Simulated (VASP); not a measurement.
# SnO2 (Pnnm) in VASP: notebook

Aim: see how the results for SnO2 move with the level of theory and the settings. Levels: PBE, PBEsol. Tasks: single point.

Program: VASP 6.6.1. These are calculated values, not measurements. Logs are shortened: lines on timing, memory, paths and dates and some standing lists are left out, and cuts for length are marked.

## (1) The cell of the first run

The structure is orthorhombic, space group Pnnm (No. 58). The conventional cell has a = 4.788 Å, b = 4.867 Å, c = 3.241 Å, α = 90.00°, β = 90.00°, γ = 90.00°. Within 2.8 Å of Sn (site symmetry 2/m) lie 6 O at 2.09 to 2.10 Å. O (site symmetry m) has 3 Sn at 2.09 to 2.10 Å and 1 O at 2.65 Å within 2.8 Å.

## (2) Single point, PBE

Contents of INCAR:

```
PREC = Accurate
ENCUT = 600
EDIFF = 1E-6
ISMEAR = 0
SIGMA = 0.02
LREAL = False
LASPH = True
NELM = 120
ALGO = Normal
ISIF = 2
LWAVE = False
LCHARG = False
GGA = PE
NBANDS = 35
GGA_COMPAT = False
```

Contents of KPOINTS:

```
regular mesh
0
Gamma
  6 6 8
```

Contents of POSCAR:

```
SnO2
1.0
    4.7880040000      0.0000000000      0.0000000000
    0.0000000000      4.8665820000      0.0000000000
    0.0000000000      0.0000000000      3.2408980000
Sn O
2 4
Direct
    0.5000000000      0.5000000000      0.5000000000
    0.0000000000      0.0000000000      0.0000000000
    0.2918550000      0.3210420000      0.0000000000
    0.7918550000      0.1789580000      0.5000000000
    0.2081450000      0.8210420000      0.5000000000
    0.7081450000      0.6789580000      0.0000000000
```

Potentials or basis: VASP PAW PBE potentials, release 64 (Sn_d, O).

The run is started by

```
$ cat potpaw_PBE.64/Sn_d/POTCAR potpaw_PBE.64/O/POTCAR > POTCAR
$ mpirun -np 1 vasp_std > vasp.out
```

OUTCAR:

```text
PREC = Accurate
   ENCUT = 600
   EDIFF = 1E-6
   ISMEAR = 0
   LREAL = False
   LASPH = True
   NELM = 120
   ISIF = 2
   GGA = PE

 ion  position               nearest neighbor table
   1  0.500  0.500  0.500-   3 2.09   6 2.09   3 2.09   6 2.09   5 2.10   4 2.10
   2  0.000  0.000  0.000-   4 2.09   5 2.09   4 2.09   5 2.09   3 2.10   6 2.10
   3  0.292  0.321  0.000-   1 2.09   1 2.09   2 2.10
   4  0.792  0.179  0.500-   2 2.09   2 2.09   1 2.10
   5  0.208  0.821  0.500-   2 2.09   2 2.09   1 2.10
   6  0.708  0.679  0.000-   1 2.09   1 2.09   2 2.10

  LATTYP: Found a simple orthorhombic cell.
 ALAT       =     3.2408980000
 B/A-ratio  =     1.4773695439
 C/A-ratio  =     1.5016152930

  Lattice vectors:

 A1 = (   0.0000000000,   0.0000000000,   3.2408980000)
 A2 = (   4.7880040000,   0.0000000000,   0.0000000000)
 A3 = (   0.0000000000,   4.8665820000,   0.0000000000)

Analysis of symmetry for initial positions (statically):
=====================================================================
 Subroutine PRICEL returns:
 Original cell was already a primitive cell.

 Routine SETGRP: Setting up the symmetry group for a
 simple orthorhombic supercell.

 Subroutine GETGRP returns: Found  8 space group operations
 (whereof  4 operations were pure point group operations)
 out of a pool of  8 trial point group operations.

The static configuration has the point symmetry C_2h.
 The point group associated with its full space group is D_2h.

Analysis of symmetry for dynamics (positions and initial velocities):
=====================================================================
 Subroutine PRICEL returns:
 Original cell was already a primitive cell.

 Routine SETGRP: Setting up the symmetry group for a
 simple orthorhombic supercell.

 Subroutine GETGRP returns: Found  8 space group operations
 (whereof  4 operations were pure point group operations)
 out of a pool of  8 trial point group operations.

The dynamic configuration has the point symmetry C_2h.
 The point group associated with its full space group is D_2h.

 Subroutine INISYM returns: Found  8 space group operations
 (whereof  4 operations are pure point group operations),
 and found     1 'primitive' translations

----------------------------------------------------------------------------------------

                                     Primitive cell

  volume of cell :      75.5169

  direct lattice vectors                    reciprocal lattice vectors
     4.788004000  0.000000000  0.000000000     0.208855298  0.000000000  0.000000000
     0.000000000  4.866582000  0.000000000     0.000000000  0.205483027  0.000000000
     0.000000000  0.000000000  3.240898000     0.000000000  0.000000000  0.308556456

  length of vectors
     4.788004000  4.866582000  3.240898000     0.208855298  0.205483027  0.308556456

  position of ions in fractional coordinates (direct lattice)
     0.500000000  0.500000000  0.500000000
     0.000000000  0.000000000  0.000000000
     0.291855000  0.321042000  0.000000000
     0.791855000  0.178958000  0.500000000
     0.208145000  0.821042000  0.500000000
     0.708145000  0.678958000  0.000000000

  ion indices of the primitive-cell ions
   primitive index   ion index
                 1           1
                 2           2
                 3           3
                 4           4
                 5           5
                 6           6

----------------------------------------------------------------------------------------

 KPOINTS: regular mesh

Automatic generation of k-mesh.
 Grid dimensions read from file:
 generate k-points for:    6    6    8

 Generating k-lattice:

  Cartesian coordinates                     Fractional coordinates (reciprocal lattice)
     0.034809216  0.000000000  0.000000000     0.166666667  0.000000000  0.000000000
     0.000000000  0.034247171  0.000000000     0.000000000  0.166666667  0.000000000
     0.000000000  0.000000000  0.038569557     0.000000000  0.000000000  0.125000000

  Length of vectors
     0.034809216  0.034247171  0.038569557

  Shift w.r.t. Gamma in fractional coordinates (k-lattice)
     0.000000000  0.000000000  0.000000000

 Subroutine IBZKPT returns following result:
 ===========================================

 Found     80 irreducible k-points:

 Following reciprocal coordinates:
            Coordinates               Weight
  0.000000  0.000000  0.000000      1.000000
  0.166667  0.000000  0.000000      2.000000
  0.333333  0.000000  0.000000      2.000000
  0.500000  0.000000  0.000000      1.000000
  0.000000  0.166667  0.000000      2.000000
  0.166667  0.166667  0.000000      4.000000
[... 16 lines left out ...]
  0.333333  0.166667  0.125000      8.000000
  0.500000  0.166667  0.125000      4.000000
 [... further k-points ...]
   k-points           NKPTS =     80   k-points in BZ     NKDIM =     80   number of bands    NBANDS=     35
   number of dos      NEDOS =    301   number of ions     NIONS =      6
   total plane-waves  NPLWV =  44800
   dimension x,y,z NGX =    40 NGY =   40 NGZ =   28
   dimension x,y,z NGXF=    80 NGYF=   80 NGZF=   56
   ions per type =               2   4
   NGX,Y,Z   is equivalent  to a cutoff of  13.89, 13.66, 14.36 a.u.
   NGXF,Y,Z  is equivalent  to a cutoff of  27.78, 27.33, 28.73 a.u.
 SYSTEM =  unknown system
   PREC   = accura    normal or accurate (medium, high low for compatibility)
   ISTART =      0    job   : 0-new  1-cont  2-samecut
   ICHARG =      2    charge: 1-file 2-atom 10-const
   ISPIN  =      1    spin polarized calculation?
   LNONCOLLINEAR =      F non collinear calculations
   LSORBIT =      F    spin-orbit coupling
   LASPH  =      T    aspherical Exc in radial PAW
   ENCUT  =  600.0 eV  44.10 Ry    6.64 a.u.   9.56  9.72  6.47*2*pi/ulx,y,z
   NELM   =    120;   NELMIN=  2; NELMDL= -5     # of ELM steps
   EDIFF  = 0.1E-05   stopping-criterion for ELM
   LREAL  =      F    real-space projection
   EDIFFG = 0.1E-04   stopping-criterion for IOM
   NSW    =      0    number of steps for IOM
   IBRION =     -1    ionic relax: 0-MD 1-quasi-New 2-CG
   NFREE  =      0    steps in history (QN), initial steepest desc. (CG)
   ISIF   =      2    stress and relaxation
   ISYM   =      2    0-nonsym 1-usesym 2-fastsym
   POTIM  = 0.5000    time-step for ionic-motion
   TEBEG  =    0.0;   TEEND  =   0.0 temperature during run
   PSTRESS=    0.0 pullay stress
   NELECT =      52.0000    total number of electrons
   NUPDOWN=      -1.0000    fix difference up-down
   EMIN   =  10.00;   EMAX   =-10.00  energy-range for DOS
   EFERMI =   0.00;   METHOD = LEGACY
   ISMEAR =     0;   SIGMA  =   0.02  broadening in eV -4-tet -1-fermi 0-gaus
   EFERMI_NEDOS =   21; number of points for ismear=-14 and -15
   IALGO  =     38    algorithm
   IMIX   =      4    mixing-type and parameters
     AMIX     =   0.40;   BMIX     =  1.00
     AMIX_MAG =   1.60;   BMIX_MAG =  1.00
  volume/ion in A,a.u.               =      12.59        84.94
  Fermi-wavevector in a.u.,A,eV,Ry     =   1.445644  2.731871 28.434627  2.089886
  Thomas-Fermi vector in A             =   2.563802
   LORBIT       =      0    0 simple, 1 ext, 2 COOP (PROOUT), +10 PAW based schemes
   GGA     = PE    functional components
   LHFCALC =     F    Hartree Fock is set to
   AEXX    =    0.0000 exact exchange contribution
   IVDW    =     0    specifies the selected vdW correction
   LEPSILON=     F    determine dielectric tensor
   LRPA    =     F    only Hartree local field effects (RPA)
 non-spin polarized calculation
 Gauss-broadening in eV      SIGMA  =   0.02
  energy-cutoff  :      600.00
  volume of cell :       75.52
 maximum number of plane-waves:      2552
 NGX is ok and might be reduce to    40
   NGX = 19   NGY = 19   NGZ = 13

 number of electron      51.9999998 magnetization

 Free energy of the ion-electron system (eV)
  ---------------------------------------------------
  ext. energy  EPLUGINS =         0.00000000
  ---------------------------------------------------
  free energy    TOTEN  =       -37.30792206 eV

  energy without entropy =      -37.30792206  energy(sigma->0) =      -37.30792206

 E-fermi :   5.6021     XC(G=0): -10.9775

 val. band max:        5.4223038703   @ k =   0.0000   0.0000   0.0000
 cond. band min:       6.2180292242   @ k =   0.0000   0.0000   0.0000
 fundamental gap:      0.7957253539
 Fermi energy:         5.6021165851

 k-point     1 :       0.0000    0.0000    0.0000
  band No.  band energies     occupation
      1     -15.5036      2.00000
      2     -14.8464      2.00000
      3     -14.6595      2.00000
      4     -14.6326      2.00000
      5     -14.6295      2.00000
      6     -14.5665      2.00000
[... 27 lines left out ...]
     34      17.1614      0.00000
     35      17.6059      0.00000

 k-point     2 :       0.1667    0.0000    0.0000
  band No.  band energies     occupation
      1     -15.4664      2.00000
      2     -14.8875      2.00000
      3     -14.6585      2.00000
      4     -14.6310      2.00000
      5     -14.6282      2.00000
      6     -14.5945      2.00000
[... 27 lines left out ...]
     34      17.2687      0.00000
     35      17.6697      0.00000

 k-point     3 :       0.3333    0.0000    0.0000
  band No.  band energies     occupation
      1     -15.3591      2.00000
      2     -15.0186      2.00000
      3     -14.6555      2.00000
      4     -14.6320      2.00000
      5     -14.6275      2.00000
      6     -14.6257      2.00000
[... 27 lines left out ...]
     34      17.7040      0.00000
     35      17.9337      0.00000
[... 723 lines left out ...]
 k-point    23 :       0.3333    0.1667    0.1250
  band No.  band energies     occupation
      1     -15.3002      2.00000
      2     -15.0333      2.00000
      3     -14.7480      2.00000
      4     -14.7351      2.00000
      5     -14.6211      2.00000
      6     -14.5882      2.00000
[... 27 lines left out ...]
     34      17.6423      0.00000
     35      17.8378      0.00000

 k-point    24 :       0.5000    0.1667    0.1250
  band No.  band energies     occupation
      1     -15.1775      2.00000
      2     -15.1775      2.00000
      3     -14.7422      2.00000
      4     -14.7422      2.00000
      5     -14.6054      2.00000
      6     -14.6054      2.00000
[... 27 lines left out ...]
     34      17.3681      0.00000
     35      17.9812      0.00000

 [... further k-points ...]

------------------------ aborting loop because EDIFF is reached ----------------------------------------

  FORCE on cell =-STRESS in cart. coord.  units (eV):
  Direction    XX          YY          ZZ          XY          YZ          ZX
  --------------------------------------------------------------------------------------
  -------------------------------------------------------------------------------------
  Total       -0.0013476     -0.1013210     -0.0735308      0.0000000      0.0000000      0.0000000
  in kB       -0.0285906     -2.1496423     -1.5600401      0.0000000      0.0000000      0.0000000
  external PRESSURE =      -1.2460910 kB  Pullay stress =       0.0000000 kB

 VOLUME and BASIS-vectors are now :
 -----------------------------------------------------------------------------
  energy-cutoff  :      600.00
  volume of cell :       75.52
      direct lattice vectors                 reciprocal lattice vectors
     4.788004000  0.000000000  0.000000000     0.208855298  0.000000000  0.000000000
     0.000000000  4.866582000  0.000000000     0.000000000  0.205483027  0.000000000
     0.000000000  0.000000000  3.240898000     0.000000000  0.000000000  0.308556456

 POSITION                                       TOTAL-FORCE (eV/Angst)
 -----------------------------------------------------------------------------------
      2.39400      2.43329      1.62045         0.000000     -0.000000      0.000000
      0.00000      0.00000      0.00000         0.000000     -0.000000      0.000000
      1.39740      1.56238      0.00000         0.046151     -0.047384      0.000000
      3.79140      0.87091      1.62045         0.046151      0.047384      0.000000
      0.99660      3.99567      1.62045        -0.046151     -0.047384     -0.000000
      3.39060      3.30420      0.00000        -0.046151      0.047384     -0.000000
 -----------------------------------------------------------------------------------
    total drift:                               -0.000000      0.000000     -0.000000

  FREE ENERGIE OF THE ION-ELECTRON SYSTEM (eV)
  ---------------------------------------------------
  free  energy   TOTEN  =       -37.3079220613 eV

  energy  without entropy=      -37.3079220613  energy(sigma->0) =      -37.30792206
```

Run time: 4.3 min. Hardware: 1 thread of Oxide Virtual Turin-like, shared host; peak memory 0.3 GiB.

Results:

| Item | Value |
| --- | --- |
| Free energy | -37.3079 eV |
| Pressure | -0.1 GPa |
| Largest force | 0.066 eV/Å |
| Band gap on the k mesh | 0.80 eV |

Forces on the atoms (eV/Å):
```
Sn   0.000  0.000  0.000
Sn   0.000  0.000  0.000
O    0.046 -0.047  0.000
O    0.046  0.047  0.000
O   -0.046 -0.047  0.000
O   -0.046  0.047  0.000
```

Stress tensor (GPa, compression positive):
```
 0.00  0.00  0.00
 0.00 -0.21  0.00
 0.00  0.00 -0.16
```

Levels at points of the mesh, in eV from the valence-band top:
| k point | band 24 | band 25 | band 26 | band 27 | band 28 | band 29 |
| --- | --- | --- | --- | --- | --- | --- |
| (0.00, 0.00, 0.00) | -0.62 | -0.61 | 0.00 | 0.80 | 5.74 | 6.08 |
| (0.50, 0.00, 0.00) | -1.11 | -0.43 | -0.43 | 3.86 | 3.86 | 6.67 |
| (0.00, 0.50, 0.00) | -1.10 | -0.55 | -0.55 | 4.02 | 4.02 | 7.11 |
| (0.50, 0.50, 0.00) | -1.23 | -0.72 | -0.72 | 4.34 | 4.34 | 7.20 |
| (0.00, 0.00, 0.50) | -1.43 | -1.04 | -1.04 | 5.64 | 5.64 | 9.43 |
| (0.50, 0.00, 0.50) | -0.81 | -0.71 | -0.71 | 5.94 | 5.94 | 7.79 |
| (0.00, 0.50, 0.50) | -1.02 | -0.60 | -0.60 | 5.84 | 5.84 | 7.56 |
| (0.50, 0.50, 0.50) | -0.83 | -0.66 | -0.66 | 4.43 | 4.43 | 8.70 |

Caveat: semilocal functionals underestimate gaps, and a narrow one can read as zero; spin-orbit coupling is left out, which moves the levels of the heavy elements.

## (3) Single point, PBEsol

Contents of INCAR:

```
SYSTEM = SnO2
PREC = Accurate
ENCUT = 600
EDIFF = 1E-6
ISMEAR = 0
SIGMA = 0.02
LREAL = .FALSE.
LASPH = .TRUE.
NELM = 120
ALGO = Normal
ISIF = 2
LWAVE = .FALSE.
LCHARG = .TRUE.
GGA = PS
LELF = .TRUE.
LVHAR = .TRUE.
NBANDS = 35
GGA_COMPAT = .FALSE.
```

Contents of KPOINTS:

```
Automatic mesh
0
G
  6 6 8
  0 0 0
```

POSCAR is that of step 2.

Potentials or basis: VASP PAW PBE potentials, release 64 (Sn_d, O).

The run is started by

```
$ cat potpaw_PBE.64/Sn_d/POTCAR potpaw_PBE.64/O/POTCAR > POTCAR
$ mpirun -np 1 vasp_std > vasp.out
```

Run time: 3.2 min. Hardware: 1 thread of Oxide Virtual Turin-like, shared host; peak memory 0.3 GiB.

Results (log left out):

* Free energy: -39.6276 eV
* Pressure: -6.0 GPa
* Largest force: 0.105 eV/Å
* Band gap on the k mesh: 0.72 eV

Forces in eV/Å, atoms in the order of the input:
```
Sn   0.000  0.000  0.000
Sn   0.000  0.000  0.000
O    0.103 -0.019  0.000
O    0.103  0.019  0.000
O   -0.103 -0.019  0.000
O   -0.103  0.019  0.000
```

Stress tensor (GPa, compression positive):
```
-5.53  0.00  0.00
 0.00 -5.78  0.00
 0.00  0.00 -6.60
```

Levels at points of the mesh, in eV from the valence-band top:
```
           k point  band 22  band 23  band 24  band 25  band 26  band 27  band 28  band 29  band 30  band 31
(0.00, 0.00, 0.00)    -1.18    -1.14    -0.63    -0.62     0.00     0.72     5.63     5.92     6.08    10.04
(0.50, 0.00, 0.00)    -1.72    -1.12    -1.12    -0.44    -0.44     3.79     3.79     6.51     6.51    10.41
(0.00, 0.50, 0.00)    -1.91    -1.11    -1.11    -0.56    -0.56     3.95     3.95     6.96     6.96    10.23
(0.50, 0.50, 0.00)    -1.81    -1.24    -1.24    -0.73    -0.73     4.27     4.27     7.07     7.07    10.41
(0.00, 0.00, 0.50)    -2.52    -1.45    -1.45    -1.05    -1.05     5.57     5.57     9.26     9.26    10.16
(0.50, 0.00, 0.50)    -1.72    -0.82    -0.82    -0.71    -0.71     5.87     5.87     7.63     7.63    10.29
(0.00, 0.50, 0.50)    -1.43    -1.03    -1.03    -0.61    -0.61     5.77     5.77     7.41     7.41    10.74
(0.50, 0.50, 0.50)    -2.36    -0.84    -0.84    -0.66    -0.66     4.33     4.33     8.52     8.52    10.52
```

Caveat: the cell stands under tension; semilocal functionals underestimate gaps, and a narrow one can read as zero; the PAW data sets were made with another functional, which shifts forces and pressure a little; spin-orbit coupling is left out, which moves the levels of the heavy elements.
